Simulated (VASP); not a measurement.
The system is As.

```xyz
2
Lattice="1.8933 1.0931 3.5373 -1.8933 1.0931 3.5373 0.0000 -2.1861 3.5373" Properties=species:S:1:pos:R:3 pbc="T T T"
As    0.0000    0.0000    2.3983
As    0.0000    0.0000    8.2137
```

Base run:

| Quantity | Value |
| --- | --- |
| Program | VASP 6.6.1 |
| Functional | LDA |
| Potentials or basis | VASP PAW LDA potentials, release 64 (As) |
| Cutoff | 520 eV |
| k mesh | 9 × 9 × 9 |
| Occupations | fermi-dirac, width 0.05 eV |
| Spin | no spin polarisation |

Its results: band gap on the k mesh zero (band 5 reaches 5.18 eV, above the bottom of band 6 at 5.09 eV); pressure -2.4 GPa; largest force 0.200 eV/Å.

Q: After a change of settings the same cell gave: band gap on the k mesh zero (band 5 reaches 5.27 eV, above the bottom of band 6 at 5.16 eV); pressure 2.4 GPa; largest force 0.350 eV/Å. Which change was it?
A. potentials or basis from VASP PAW LDA potentials, release 64 (As) to VASP PAW LDA potentials, release 64 (As_d); cutoff from 520 eV to 600 eV; further incar settings from ALGO = Normal; EDIFF = 1e-07; NBANDS = 12 to ALGO = Normal; EDIFF = 1e-06; NBANDS = 22; valence electrons from 10 to 30
B. further incar settings from ALGO = Normal; EDIFF = 1e-07; NBANDS = 12 to ALGO = Normal; EDIFF = 1e-06; NBANDS = 12
C. functional from LDA to PBE; potentials or basis from VASP PAW LDA potentials, release 64 (As) to VASP PAW PBE potentials, release 64 (As)

A: C.
